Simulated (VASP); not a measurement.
# Na (Pm-3m) in VASP: a series of runs

Na is run at these levels: LDA; tasks: single point.

Everything below comes from runs of VASP 6.6.1. Logs are shortened: lines on timing, memory, paths and dates and some standing lists are left out, and cuts for length are marked.

### Step 1. The cell of the first run

Symmetry: Pm-3m, No. 221, cubic system. Conventional cell: a = 2.489 Å, b = 2.489 Å, c = 2.489 Å, α = 90.00°, β = 90.00°, γ = 90.00°. Within 3.3 Å of Na (site symmetry m-3m) lie 6 Na at 2.49 Å.

### Step 2. Single point, LDA

INCAR

```
SYSTEM = Na
PREC = Accurate
ENCUT = 500
EDIFF = 1E-6
ISMEAR = 1
SIGMA = 0.1
LREAL = .False.
LASPH = .True.
NELM = 120
ALGO = Normal
ISIF = 2
LWAVE = .False.
LCHARG = .False.
NBANDS = 10
GGA_COMPAT = .False.
```

KPOINTS

```
regular mesh
0
Gamma
  6 6 6
  0 0 0
```

POSCAR

```
Na
1.0
    2.4890332245      0.0000000000      0.0000000000
    0.0000000000      2.4890332245      0.0000000000
    0.0000000000      0.0000000000      2.4890332245
Na
1
Direct
    0.0000000000      0.0000000000      0.0000000000
```

Potentials or basis: VASP PAW LDA potentials, release 64 (Na_pv).

Started as:

```
$ cat potpaw_LDA.64/Na_pv/POTCAR > POTCAR
$ mpirun -np 1 vasp_std > vasp.out
```

OUTCAR:

```text
SYSTEM = Na
   PREC = Accurate
   ENCUT = 500
   EDIFF = 1E-6
   ISMEAR = 1
   LREAL = .False.
   LASPH = .True.
   NELM = 120
   ISIF = 2

 ion  position               nearest neighbor table
   1  0.000  0.000  0.000-

  LATTYP: Found a simple cubic cell.
 ALAT       =     2.4890332245

  Lattice vectors:

 A1 = (   2.4890332245,   0.0000000000,   0.0000000000)
 A2 = (   0.0000000000,   2.4890332245,   0.0000000000)
 A3 = (   0.0000000000,   0.0000000000,   2.4890332245)

Analysis of symmetry for initial positions (statically):
=====================================================================
 Subroutine PRICEL returns:
 Original cell was already a primitive cell.

 Routine SETGRP: Setting up the symmetry group for a
 simple cubic supercell.

 Subroutine GETGRP returns: Found 48 space group operations
 (whereof 48 operations were pure point group operations)
 out of a pool of 48 trial point group operations.

The static configuration has the point symmetry O_h .

Analysis of symmetry for dynamics (positions and initial velocities):
=====================================================================
 Subroutine PRICEL returns:
 Original cell was already a primitive cell.

 Routine SETGRP: Setting up the symmetry group for a
 simple cubic supercell.

 Subroutine GETGRP returns: Found 48 space group operations
 (whereof 48 operations were pure point group operations)
 out of a pool of 48 trial point group operations.

The dynamic configuration has the point symmetry O_h .

 Subroutine INISYM returns: Found 48 space group operations
 (whereof 48 operations are pure point group operations),
 and found     1 'primitive' translations

----------------------------------------------------------------------------------------

                                     Primitive cell

  volume of cell :      15.4203

  direct lattice vectors                    reciprocal lattice vectors
     2.489033224  0.000000000  0.000000000     0.401762415  0.000000000  0.000000000
     0.000000000  2.489033224  0.000000000     0.000000000  0.401762415  0.000000000
     0.000000000  0.000000000  2.489033224     0.000000000  0.000000000  0.401762415

  length of vectors
     2.489033224  2.489033224  2.489033224     0.401762415  0.401762415  0.401762415

  position of ions in fractional coordinates (direct lattice)
     0.000000000  0.000000000  0.000000000

  ion indices of the primitive-cell ions
   primitive index   ion index
                 1           1

----------------------------------------------------------------------------------------

 KPOINTS: regular mesh

Automatic generation of k-mesh.
 Grid dimensions read from file:
 generate k-points for:    6    6    6

 Generating k-lattice:

  Cartesian coordinates                     Fractional coordinates (reciprocal lattice)
     0.066960403  0.000000000  0.000000000     0.166666667  0.000000000  0.000000000
     0.000000000  0.066960403  0.000000000     0.000000000  0.166666667  0.000000000
     0.000000000  0.000000000  0.066960403     0.000000000  0.000000000  0.166666667

  Length of vectors
     0.066960403  0.066960403  0.066960403

  Shift w.r.t. Gamma in fractional coordinates (k-lattice)
     0.000000000  0.000000000  0.000000000

 Subroutine IBZKPT returns following result:
 ===========================================

 Found     20 irreducible k-points:

 Following reciprocal coordinates:
            Coordinates               Weight
  0.000000  0.000000  0.000000      1.000000
  0.166667  0.000000  0.000000      6.000000
  0.333333  0.000000  0.000000      6.000000
  0.500000  0.000000  0.000000      3.000000
  0.166667  0.166667  0.000000     12.000000
  0.333333  0.166667  0.000000     24.000000
[... 12 lines left out ...]
  0.500000  0.500000  0.333333      6.000000
  0.500000  0.500000  0.500000      1.000000
   k-points           NKPTS =     20   k-points in BZ     NKDIM =     20   number of bands    NBANDS=     10
   number of dos      NEDOS =    301   number of ions     NIONS =      1
   total plane-waves  NPLWV =   5832
   dimension x,y,z NGX =    18 NGY =   18 NGZ =   18
   dimension x,y,z NGXF=    36 NGYF=   36 NGZF=   36
   ions per type =               1
   NGX,Y,Z   is equivalent  to a cutoff of  12.02, 12.02, 12.02 a.u.
   NGXF,Y,Z  is equivalent  to a cutoff of  24.04, 24.04, 24.04 a.u.
 SYSTEM =  Na
   PREC   = accura    normal or accurate (medium, high low for compatibility)
   ISTART =      0    job   : 0-new  1-cont  2-samecut
   ICHARG =      2    charge: 1-file 2-atom 10-const
   ISPIN  =      1    spin polarized calculation?
   LNONCOLLINEAR =      F non collinear calculations
   LSORBIT =      F    spin-orbit coupling
   LASPH  =      T    aspherical Exc in radial PAW
   ENCUT  =  500.0 eV  36.75 Ry    6.06 a.u.   4.54  4.54  4.54*2*pi/ulx,y,z
   NELM   =    120;   NELMIN=  2; NELMDL= -5     # of ELM steps
   EDIFF  = 0.1E-05   stopping-criterion for ELM
   LREAL  =      F    real-space projection
   EDIFFG = 0.1E-04   stopping-criterion for IOM
   NSW    =      0    number of steps for IOM
   IBRION =     -1    ionic relax: 0-MD 1-quasi-New 2-CG
   NFREE  =      0    steps in history (QN), initial steepest desc. (CG)
   ISIF   =      2    stress and relaxation
   ISYM   =      2    0-nonsym 1-usesym 2-fastsym
   POTIM  = 0.5000    time-step for ionic-motion
   TEBEG  =    0.0;   TEEND  =   0.0 temperature during run
   PSTRESS=    0.0 pullay stress
   NELECT =       7.0000    total number of electrons
   NUPDOWN=      -1.0000    fix difference up-down
   EMIN   =  10.00;   EMAX   =-10.00  energy-range for DOS
   EFERMI =   0.00;   METHOD = LEGACY
   ISMEAR =     1;   SIGMA  =   0.10  broadening in eV -4-tet -1-fermi 0-gaus
   EFERMI_NEDOS =   21; number of points for ismear=-14 and -15
   IALGO  =     38    algorithm
   IMIX   =      4    mixing-type and parameters
     AMIX     =   0.40;   BMIX     =  1.00
     AMIX_MAG =   1.60;   BMIX_MAG =  1.00
  volume/ion in A,a.u.               =      15.42       104.06
  Fermi-wavevector in a.u.,A,eV,Ry     =   1.258182  2.377619 21.538323  1.583022
  Thomas-Fermi vector in A             =   2.391804
   LORBIT       =      0    0 simple, 1 ext, 2 COOP (PROOUT), +10 PAW based schemes
   GGA     = CA    functional components
   LHFCALC =     F    Hartree Fock is set to
   AEXX    =    0.0000 exact exchange contribution
   IVDW    =     0    specifies the selected vdW correction
   LEPSILON=     F    determine dielectric tensor
   LRPA    =     F    only Hartree local field effects (RPA)
 non-spin polarized calculation
 Methfessel and Paxton  Order N= 1 SIGMA  =   0.10
  energy-cutoff  :      500.00
  volume of cell :       15.42
 maximum number of plane-waves:       402
   NGX =  9   NGY =  9   NGZ =  9

 number of electron       7.0000021 magnetization

 Free energy of the ion-electron system (eV)
  ---------------------------------------------------
  ext. energy  EPLUGINS =         0.00000000
  ---------------------------------------------------
  free energy    TOTEN  =        -0.34712413 eV

  energy without entropy =       -0.34298995  energy(sigma->0) =       -0.34574607

 E-fermi :   4.5246     XC(G=0):  -9.7977

 val. band max:        4.0663720765   @ k =   0.5000   0.0000   0.0000
 cond. band min:       4.5424679787   @ k =   0.3333   0.3333   0.1667
 fundamental gap:      0.4760959021
 Fermi energy:         4.5246292128

 k-point     1 :       0.0000    0.0000    0.0000
  band No.  band energies     occupation
      1     -21.0808      2.00000
      2     -21.0808      2.00000
      3     -21.0808      2.00000
      4      -1.2885      2.00000
      5      16.9239      0.00000
      6      16.9239      0.00000
      7      22.1463      0.00000
      8      22.1463      0.00000
      9      22.1463      0.00000
     10      28.9748      0.00000

 k-point     2 :       0.1667    0.0000    0.0000
  band No.  band energies     occupation
      1     -21.2740      2.00000
      2     -21.0645      2.00000
      3     -21.0645      2.00000
      4      -0.5522      2.00000
      5      13.7617      0.00000
      6      17.5458      0.00000
      7      22.4391      0.00000
      8      22.4391      0.00000
      9      23.9301      0.00000
     10      31.9017      0.00000

 k-point     3 :       0.3333    0.0000    0.0000
  band No.  band energies     occupation
      1     -21.6461      2.00000
      2     -21.0316      2.00000
      3     -21.0316      2.00000
      4       1.5187      2.00000
      5       9.0880      0.00000
      6      19.3092      0.00000
      7      23.2041      0.00000
      8      23.2041      0.00000
      9      26.4515      0.00000
     10      28.6507      0.00000

 k-point     4 :       0.5000    0.0000    0.0000
  band No.  band energies     occupation
      1     -21.8258      2.00000
      2     -21.0151      2.00000
      3     -21.0151      2.00000
      4       4.0664      2.00000
      5       5.6177     -0.00000
      6      20.9983      0.00000
      7      23.7696      0.00000
      8      23.7696      0.00000
      9      25.6222      0.00000
     10      28.0056      0.00000
[... 170 lines left out ...]
 k-point    18 :       0.5000    0.3333    0.3333
  band No.  band energies     occupation
      1     -21.6201      2.00000
      2     -21.4510      2.00000
      3     -21.4237      2.00000
      4       8.1628      0.00000
      5      10.3241      0.00000
      6      13.9457      0.00000
      7      17.0316      0.00000
      8      17.2839      0.00000
      9      19.0511      0.00000
     10      22.9189      0.00000

 k-point    19 :       0.5000    0.5000    0.3333
  band No.  band energies     occupation
      1     -21.5881      2.00000
      2     -21.5881      2.00000
      3     -21.4108      2.00000
      4      10.2781      0.00000
      5      11.6092      0.00000
      6      11.6092      0.00000
      7      15.7933      0.00000
      8      18.7314      0.00000
      9      18.9015      0.00000
     10      18.9015      0.00000

 k-point    20 :       0.5000    0.5000    0.5000
  band No.  band energies     occupation
      1     -21.5578      2.00000
      2     -21.5578      2.00000
      3     -21.5578      2.00000
      4      12.6080      0.00000
      5      12.6080      0.00000
      6      12.6080      0.00000
      7      15.0579      0.00000
      8      16.7049      0.00000
      9      16.7049      0.00000
     10      16.7049      0.00000

------------------------ aborting loop because EDIFF is reached ----------------------------------------

  FORCE on cell =-STRESS in cart. coord.  units (eV):
  Direction    XX          YY          ZZ          XY          YZ          ZX
  --------------------------------------------------------------------------------------
  -------------------------------------------------------------------------------------
  Total        2.8677537      2.8677537      2.8677537      0.0000000      0.0000000      0.0000000
  in kB      297.9616404    297.9616404    297.9616404      0.0000000      0.0000000      0.0000000
  external PRESSURE =     297.9616404 kB  Pullay stress =       0.0000000 kB

 VOLUME and BASIS-vectors are now :
 -----------------------------------------------------------------------------
  energy-cutoff  :      500.00
  volume of cell :       15.42
      direct lattice vectors                 reciprocal lattice vectors
     2.489033224  0.000000000  0.000000000     0.401762415  0.000000000  0.000000000
     0.000000000  2.489033224  0.000000000     0.000000000  0.401762415  0.000000000
     0.000000000  0.000000000  2.489033224     0.000000000  0.000000000  0.401762415

 POSITION                                       TOTAL-FORCE (eV/Angst)
 -----------------------------------------------------------------------------------
      0.00000      0.00000      0.00000         0.000000      0.000000      0.000000
 -----------------------------------------------------------------------------------
    total drift:                                0.000000      0.000000      0.000000

  FREE ENERGIE OF THE ION-ELECTRON SYSTEM (eV)
  ---------------------------------------------------
  free  energy   TOTEN  =        -0.3471241262 eV

  energy  without entropy=       -0.3429899463  energy(sigma->0) =       -0.34574607
```

Run time: 1.9 s. Hardware: 1 thread of Intel Xeon Platinum 8488C (Sapphire Rapids), shared host; peak memory 0.11 GiB.

Results:

```
Free energy : -0.3471 eV
Pressure    : 29.8 GPa
```

Levels at points of the mesh, in eV from the Fermi level:
```csv
k point,band 1,band 2,band 3,band 4,band 5,band 6,band 7
"(0.00, 0.00, 0.00)",-25.61,-25.61,-25.61,-5.81,12.40,12.40,17.62
"(0.50, 0.00, 0.00)",-26.35,-25.54,-25.54,-0.46,1.09,16.47,19.24
"(0.50, 0.50, 0.00)",-26.20,-26.20,-25.48,3.15,5.62,5.62,9.04
"(0.50, 0.50, 0.50)",-26.08,-26.08,-26.08,8.08,8.08,8.08,10.53
```

Caveat: the k points lie up to 0.42 Å⁻¹ apart.

[end of part 1 of 2]
